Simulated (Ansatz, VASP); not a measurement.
Fe2O3 in VASP and in Ansatz

The input INCAR:

```
SYSTEM = Fe2O3
  ALGO = Normal
  EDIFF = 1E-6
  ENCUT = 520
  GGA = PE
  ISIF = 2
  ISMEAR = 0
  ISPIN = 2
  LASPH = .TRUE.
  LCHARG = .FALSE.
  LMAXMIX = 4
  LORBIT = 11
  LREAL = .FALSE.
  LWAVE = .FALSE.
  MAGMOM = 0.95 0.95 0.95 0.95 0 0 0 0 0 0
  NBANDS = 49
  NELM = 150
  PREC = Accurate
  SIGMA = 0.05
```

KPOINTS

```
k-points
0
G
  6 6 6
  0 0 0
```

Contents of POSCAR:

```
Fe2O3
1.0
    2.3865028664      1.3778480723      4.4345385194
   -2.3865028664      1.3778480723      4.4345385194
    0.0000000000     -2.7556961446      4.4345385194
Fe O
4 6
Direct
    0.3454541922      0.3454541922      0.3454541922
    0.1545458078      0.1545458078      0.1545458078
    0.6545458078      0.6545458078      0.6545458078
    0.8454541922      0.8454541922      0.8454541922
    0.5632180980      0.9367819020      0.2500000000
    0.2500000000      0.5632180980      0.9367819020
    0.9367819020      0.2500000000      0.5632180980
    0.4367819020      0.0632180980      0.7500000000
    0.7500000000      0.4367819020      0.0632180980
    0.0632180980      0.7500000000      0.4367819020
```

Input for Ansatz:

```yaml
crystal:
  lattice:
    - [2.3865028664, 1.3778480723, 4.4345385194]
    - [-2.3865028664, 1.3778480723, 4.4345385194]
    - [0.0, -2.7556961446, 4.4345385194]
  atoms:
    - { symbol: Fe, position: [0.3454541922, 0.3454541922, 0.3454541922], spin: 0.95 }
    - { symbol: Fe, position: [0.1545458078, 0.1545458078, 0.1545458078], spin: 0.95 }
    - { symbol: Fe, position: [0.6545458078, 0.6545458078, 0.6545458078], spin: 0.95 }
    - { symbol: Fe, position: [0.8454541922, 0.8454541922, 0.8454541922], spin: 0.95 }
    - { symbol: O, position: [0.563218098, 0.936781902, 0.25] }
    - { symbol: O, position: [0.25, 0.563218098, 0.936781902] }
    - { symbol: O, position: [0.936781902, 0.25, 0.563218098] }
    - { symbol: O, position: [0.436781902, 0.063218098, 0.75] }
    - { symbol: O, position: [0.75, 0.436781902, 0.063218098] }
    - { symbol: O, position: [0.063218098, 0.75, 0.436781902] }
basis:
  ecutwfc: 420
  ecutrho_ratio: 4
kpoints:
  mp_grid: { grid: [6, 6, 6] }
  band_path:
    path:
      - [[0.0, 0.0, 0.0], [0.5, 0.5, 0.5], [0.76897355, 0.23102645, 0.5]]
      - [[0.5, -0.23102645, 0.23102645], [0.5, 0.0, 0.0], [0.0, 0.0, 0.0], [0.36551322, -0.36551322, 0.0]]
      - [[0.63448678, 0.0, 0.36551322], [0.5, 0.0, 0.5], [0.0, 0.0, 0.0]]
    npoints: 10
hamiltonian:
  xc: pbe
scf:
  occupations: { method: gaussian, width: 0.05 }
  lower_state_search: "off"
  n_extra_bands: 34
output:
  forces: true
  stress: true
  eigenvalues: true
  populations: true
  dos: { projected: true, de: 0.02, nscf_kmesh: { grid: [9, 9, 9] } }
  bader: false
magnetization:
  spin_polarized: true
checkpoint:
  read: start.run
  write: ck
  compress: false
  write_wavefunctions: false
  write_every: 100000
```

Alike in both runs: task single point; functional PBE; k mesh 6 × 6 × 6; occupations gaussian, width 0.05 eV; collinear spin.

|  | VASP | Ansatz |
| --- | --- | --- |
| version | VASP 6.6.1 | Ansatz 0.2.0 |
| potentials or method | VASP PAW PBE potentials, release 64 (Fe, O), cutoff 520 eV | scalar-relativistic, plane waves, PAW |
| valence electrons in the cell | 68 | 100 |

Ansatz gave:

- gap on the k mesh at the Fermi level (eV): none
- pressure (GPa): 0.0
- rms of the force components (eV/Å): 0.000
- net moment per atom (μB): 0.40
- size of the moment on the site where the two differ most (μB): 0.86

Which values does VASP return?

gap on the k mesh at the Fermi level (eV): none; pressure (GPa): 1.7; rms of the force components (eV/Å): 0.018; net moment per atom (μB): 0.40; size of the moment on the site where the two differ most (μB): 0.94.

Site moments also hang on the region over which each program counts them. Atom by atom the forces differ by 0.019 eV/Å (rms over components). A gap of «none» marks a metal or a gap that the smearing closes. The functional is the same, so the differences come from potentials, cutoffs and numerics. VASP's potentials hold 68 valence electrons a cell and Ansatz's 100, so a difference there can come from the potentials and not from the codes. Ansatz's warnings: stability check not made.
